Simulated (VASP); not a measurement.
Input of a VASP 6.6.1 run:

The input INCAR:

```
PREC = Accurate
ENCUT = 520
EDIFF = 1E-6
ISMEAR = 0
SIGMA = 0.1
LREAL = False
LASPH = True
NELM = 150
ALGO = Normal
ISIF = 2
LWAVE = False
LCHARG = False
ISPIN = 2
MAGMOM = 1 1 0 0 0 0
LORBIT = 11
LMAXMIX = 4
LDAU = True
LDAUTYPE = 2
LDAUL = 2 -1
LDAUU = 4 0
LDAUJ = 0 0
LDAUPRINT = 1
GGA = PE
NBANDS = 37
```

KPOINTS

```
Automatic mesh
0
Gamma
  6 6 6
```

The input POSCAR:

```
TiO2
1.0
   -1.8925000000      1.8925000000      4.7570000000
    1.8925000000     -1.8925000000      4.7570000000
    1.8925000000      1.8925000000     -4.7570000000
Ti O
2 4
Direct
    0.0000000000      0.0000000000      0.0000000000
    0.7500000000      0.2500000000      0.5000000000
    0.2066000000      0.2066000000      0.0000000000
    0.9566000000      0.4566000000      0.5000000000
    0.5434000000      0.0434000000      0.5000000000
    0.7934000000      0.7934000000      0.0000000000
```

Potentials or basis: VASP PAW PBE potentials, release 64 (Ti_sv, O).

Command:

```console
$ cat potpaw_PBE.64/Ti_sv/POTCAR potpaw_PBE.64/O/POTCAR > POTCAR
$ mpirun -np 1 vasp_std > vasp.out
```

Task: Predict the band gap on the k mesh.

Result: 2.78 eV (least direct gap 3.07 eV).

Task: Estimate the largest force.

Result: 0.485 eV/Å.

Task: Estimate the pressure.

Result: 14.2 GPa.

Task: What does it give for the net moment?

Result: 0.00 μB per cell.

Stress tensor (GPa, compression positive):
```
13.24  0.00  0.00
 0.00 13.24  0.00
 0.00  0.00 16.02
```

Caveat: the cell stands under pressure. A k mesh can miss the band edges.
